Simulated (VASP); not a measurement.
Runs of VASP 6.6.1 on K2S. The structure is that of space group Fm-3m (No. 225), or close to it. The cells are those of the table. 

| level | cell | gap on the mesh (eV) | pressure (GPa) |
| --- | --- | --- | --- |
| revPBE+D4 | a = 5.306 Å, angles 60.0°, 3 atoms | 2.51 | (b) |
| RPBE | a = 5.247 Å, angles 60.0°, 3 atoms | 2.62 | (a) |
| revPBE+D4 | a = 5.234 Å, angles 60.0°, 3 atoms | 2.62 | 0.8 |
| revPBE+D4 | a = 5.341 Å, angles 60.0°, 3 atoms | 2.46 | -0.3 |
| PBEsol | a = 5.153 Å, angles 60.0°, 3 atoms | 2.39 | 0.5 |

Alike in all rows: task single point; potentials or basis VASP PAW PBE potentials, release 64 (K_sv, S); no spin polarisation; k mesh 6 × 6 × 6; cutoff (eV) 500; smearing gaussian 0.05 eV.

Q: Estimate the missing entries.

A: (a) 1.6; (b) 0.0.

Caveats: the PAW data sets were made with another functional, which shifts forces and pressure a little.

A k mesh can miss the band edges.
